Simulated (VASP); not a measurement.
Ta4H3: single point with PBE

Crystal: Ta4H3.

```
CELL_PARAMETERS angstrom
3.96770 0.00000 0.00000
0.00000 3.96770 0.00000
0.00000 0.00000 5.63114
ATOMIC_POSITIONS crystal
Ta 0.00000 0.50000 0.25394
Ta 0.50000 0.00000 0.74606
Ta 0.00000 0.50000 0.74606
Ta 0.50000 0.00000 0.25394
H 0.50000 0.50000 0.50000
H 0.50000 0.50000 0.16574
H 0.50000 0.50000 0.83426
```

The cell was generated, and may not be a known phase.

- Program: VASP 6.6.1
- Task: single point
- Functional: PBE
- Potentials or basis: VASP PAW PBE potentials, release 64 (Ta_pv, H)
- Cutoff: 500 eV
- k mesh: 4 × 4 × 3
- Occupations: gaussian, width 0.2 eV
- Spin: no spin polarisation

```yaml
Pressure: 0.1 GPa
Largest_force: 0.065 eV/Å
Band_gap_on_the_k_mesh: zero (an odd number of electrons rules out a gap without spin polarisation)
```

Forces on the atoms (eV/Å):
```
Ta   0.000  0.000 -0.009
Ta   0.000  0.000  0.009
Ta   0.000  0.000  0.009
Ta   0.000  0.000 -0.009
H    0.000  0.000  0.000
H    0.000  0.000 -0.065
H    0.000  0.000  0.065
```

Stress tensor (GPa, compression positive):
```
 0.26  0.00  0.00
 0.00  0.26  0.00
 0.00  0.00 -0.33
```

Levels at points of the mesh, in eV from the Fermi level:
```tsv
k point	band 21	band 22	band 23	band 24	band 25	band 26
(0.00, 0.00, 0.00)	-2.84	-2.05	-1.87	1.67	1.67	2.30
(0.50, 0.00, 0.00)	-0.73	-0.66	-0.59	-0.31	0.32	0.79
(0.50, 0.50, 0.00)	-2.06	-2.06	-0.43	1.30	1.41	1.41
```

Run time: 79 s on 1 thread of Intel Xeon 8259CL (shared host), peak memory 0.16 GiB.

Caveat: the k points lie up to 0.40 Å⁻¹ apart, too coarse for converged energies and pressures of a metal; spin-orbit coupling is left out, which moves the levels of the heavy elements; an odd number of electrons without spin polarisation forces a metal; a magnetic or distorted state may lie lower.
